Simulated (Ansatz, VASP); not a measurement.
# SnO2: VASP beside Ansatz

```xyz
6
Lattice="4.6542 0.0000 0.0000 0.0000 4.9440 0.0000 0.0000 0.0000 3.3398" Properties=species:S:1:pos:R:3 pbc="T T T"
Sn    2.3271    2.4720    1.6699
Sn    0.0000    0.0000    0.0000
O     1.4222    1.5349    0.0000
O     3.7493    0.9371    1.6699
O     0.9048    4.0069    1.6699
O     3.2319    3.4091    0.0000
```

Change from the starting cell: volume 12.808 Å^3 an atom, stretch along a over the lengths across it, relative to the relaxed cell 0.9415.

Alike in both runs: functional LDA; k mesh 6 × 6 × 10; occupations gaussian, width 0.05 eV; no spin polarisation.

Ansatz relaxed the structure, and its values are those at the end. VASP's run is a single point on that final structure, the one shown.

```csv
,VASP,Ansatz
version,VASP 6.6.1,Ansatz 0.2.0
potentials or method,"VASP PAW LDA potentials, release 64 (Sn_d, O), cutoff 520 eV","scalar-relativistic, plane waves, PAW"
valence electrons in the cell,52,52
```

```csv
,VASP,Ansatz,Ansatz less VASP
gap on the k mesh at the Fermi level (eV),0.28,0.26,-0.026
least direct gap on the mesh (eV),0.28,0.26,-0.026
pressure (GPa),-13.8,-14.5,-0.74
rms of the force components (eV/Å),0.008,0.002,-0.0055
```

LDA's correlation is that of Perdew and Zunger in VASP and of Perdew and Wang (1992) in Ansatz. Ansatz's warnings: stress scf threshold loose.
